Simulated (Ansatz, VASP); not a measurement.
**Rb2PdO2 in VASP and in Ansatz**

Contents of INCAR:

```
ALGO     = Normal         # electronic algorithm
EDIFF    = 1E-7           # SCF threshold, eV
EDIFFG   = -0.01          # ionic threshold
ENCUT    = 600            # plane-wave cutoff, eV
GGA      = PE             # functional
IBRION   = 2              # ionic algorithm
ISIF     = 3              # what is computed and relaxed
ISMEAR   = -1             # smearing method
LASPH    = T              # aspherical terms in the spheres
LCHARG   = F              # write CHGCAR
LREAL    = F              # projectors in reciprocal space
LWAVE    = F              # write WAVECAR
NELM     = 80             # most SCF steps
NSW      = 60             # ionic steps
PREC     = Accurate       # precision mode
SIGMA    = 0.1            # smearing width, eV
```

KPOINTS

```
k-points
0
Gamma
  8 8 8
```

File POSCAR:

```
Rb2PdO2
1.0
    0.0000000000      4.2762690000      0.0000000000
    4.2762690000      0.0000000000      0.0000000000
    2.1381350000      2.1381350000     -6.7469800000
Rb O Pd
2 2 1
Direct
    0.3451000000      0.3451000000      0.3098000000
    0.6549000000      0.6549000000      0.6902000000
    0.1273000000      0.1273000000      0.7454000000
    0.8727000000      0.8727000000      0.2546000000
    0.0000000000      0.0000000000      0.0000000000
```

Input for Ansatz:

```yaml
crystal:
  lattice:
    - [0.0, 4.276269, 0.0]
    - [4.276269, 0.0, 0.0]
    - [2.138135, 2.138135, -6.74698]
  atoms:
    - { symbol: Rb, position: [0.3451, 0.3451, 0.3098] }
    - { symbol: Rb, position: [0.6549, 0.6549, 0.6902] }
    - { symbol: O, position: [0.1273, 0.1273, 0.7454] }
    - { symbol: O, position: [0.8727, 0.8727, 0.2546] }
    - { symbol: Pd, position: [0.0, 0.0, 0.0] }
  symmetry: { tolerance: 0.0003 }
kpoints:
  mp_grid: { grid: [8, 8, 8], shift: [0, 0, 0] }
magnetization:
  spin_polarized: false
scf:
  occupations: { method: fermi_dirac }
hamiltonian:
  pseudopotentials: { kind: paw }
  xc: pbe
basis:
  ecutwfc: "600 eV"
output:
  forces: true
  stress: true
  eigenvalues: true
relax:
  max_steps: 40
  cell: {}
```

Alike in both runs: task relaxation of cell and atoms; functional PBE; k mesh 8 × 8 × 8; no spin polarisation.

|  | VASP | Ansatz |
| --- | --- | --- |
| version | VASP 6.6.1 | Ansatz 0.2.0 |
| potentials or method | VASP PAW PBE potentials, release 64 (Rb_sv, O, Pd), cutoff 600 eV | PAW plane waves |
| occupations | fermi-dirac, width 0.1 eV | fermi-dirac |
| valence electrons in the cell | 40 | 48 |

```csv
,VASP,Ansatz,Ansatz less VASP
"gap on the k mesh at the Fermi level, each at its own relaxed structure (eV)",none,none,-
relaxed volume (Å³/atom),24.66,24.79,+0.132
relaxed cell length with the largest relative difference (Å),4.238,4.249,+0.0112
```

A gap of «none» marks a metal or a gap that the smearing closes. VASP's potentials hold 40 valence electrons a cell and Ansatz's 48, so a difference there can come from the potentials and not from the codes.
